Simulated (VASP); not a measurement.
Write the native input for VASP 6.6.1 that does the following.

- Task: single point
- Functional: r2SCAN
- Potentials or basis: VASP PAW PBE potentials, release 64 (Ti_sv, Al)
- Cutoff: 520 eV
- k mesh: 10 × 10 × 4
- Occupations: gaussian, width 0.1 eV
- Spin: no spin polarisation
- Dipole correction: no
- Further INCAR settings: LREAL = Auto; ALGO = Normal; EDIFF = 1e-06; NBANDS = 60

Ti5Al11:

```
CELL_PARAMETERS angstrom
3.86805 0.00000 0.00000
0.00000 3.86805 0.00000
0.00000 0.00000 16.25352
ATOMIC_POSITIONS crystal
Ti 0.50000 0.50000 0.37676
Ti 0.00000 0.00000 0.87908
Ti 0.00000 0.00000 0.11966
Ti 0.50000 0.50000 0.61678
Ti 0.50000 0.50000 0.13369
Al 0.50000 0.00000 0.00178
Al 0.00000 0.50000 0.49852
Al 0.50000 0.00000 0.49852
Al 0.00000 0.50000 0.00178
Al 0.00000 0.50000 0.25056
Al 0.50000 0.00000 0.74901
Al 0.50000 0.00000 0.25056
Al 0.00000 0.50000 0.74901
Al 0.00000 0.00000 0.62455
Al 0.00000 0.00000 0.37436
Al 0.50000 0.50000 0.87539
```

These files were run (other wordings do the same):

POSCAR

```
Ti5Al11
1.0
    3.8680502395      0.0000000000      0.0000000000
    0.0000000000      3.8680502395      0.0000000000
    0.0000000000      0.0000000000     16.2535236349
Ti Al
5 11
Direct
    0.5000000000      0.5000000000      0.3767616846
    0.0000000000      0.0000000000      0.8790755429
    0.0000000000      0.0000000000      0.1196582674
    0.5000000000      0.5000000000      0.6167807238
    0.5000000000      0.5000000000      0.1336862799
    0.5000000000      0.0000000000      0.0017774575
    0.0000000000      0.5000000000      0.4985200383
    0.5000000000      0.0000000000      0.4985200383
    0.0000000000      0.5000000000      0.0017774575
    0.0000000000      0.5000000000      0.2505639474
    0.5000000000      0.0000000000      0.7490124697
    0.5000000000      0.0000000000      0.2505639474
    0.0000000000      0.5000000000      0.7490124697
    0.0000000000      0.0000000000      0.6245485613
    0.0000000000      0.0000000000      0.3743567169
    0.5000000000      0.5000000000      0.8753853775
```

INCAR.step1

```
SYSTEM = Ti5Al11
PREC     = Accurate       ! precision mode
ENCUT    = 520            ! plane-wave cutoff, eV
ISMEAR   = 0              ! smearing method
SIGMA    = 0.1            ! smearing width, eV
LREAL    = Auto         
LASPH    = .TRUE.         ! aspherical terms in the spheres
NELM     = 60             ! most SCF steps
NBANDS   = 60             ! bands
GGA      = PE             ! functional
ALGO     = Normal         ! electronic algorithm
EDIFF    = 1E-4           ! SCF threshold, eV
LWAVE    = .TRUE.         ! write WAVECAR
LCHARG   = .FALSE.        ! write CHGCAR
```

INCAR.step2

```
SYSTEM = Ti5Al11
PREC     = Accurate       ! precision mode
ENCUT    = 520            ! plane-wave cutoff, eV
EDIFF    = 1E-6           ! SCF threshold, eV
ISMEAR   = 0              ! smearing method
SIGMA    = 0.1            ! smearing width, eV
LREAL    = Auto         
LASPH    = .TRUE.         ! aspherical terms in the spheres
NELM     = 60             ! most SCF steps
ALGO     = Normal         ! electronic algorithm
ISIF     = 2              ! what is computed and relaxed
LWAVE    = .FALSE.        ! write WAVECAR
LCHARG   = .FALSE.        ! write CHGCAR
METAGGA  = R2SCAN         ! meta-GGA
LMIXTAU  = .TRUE.       
NBANDS   = 60             ! bands
ISTART   = 1
```

KPOINTS

```
regular mesh
0
G
  10 10 4
  0 0 0
```

Potentials or basis: VASP PAW PBE potentials, release 64 (Ti_sv, Al).

Run with:

```console
$ cat potpaw_PBE.64/Ti_sv/POTCAR potpaw_PBE.64/Al/POTCAR > POTCAR
$ cp INCAR.step1 INCAR
$ mpirun -np 1 vasp_std > vasp.out
$ cp INCAR.step2 INCAR
$ mpirun -np 1 vasp_std > vasp.out
```

Results of the run:

The pressure is 3.8 GPa and the largest force is 0.023 eV/Å. The band gap on the k mesh is zero (an odd number of electrons rules out a gap without spin polarisation).

Caveat: the cell stands under pressure; the PAW data sets were made with another functional, which shifts forces and pressure a little.

Wall time 2 h on 1 thread of Oxide Virtual Turin-like Processor (shared host), peak memory 0.69 GiB.
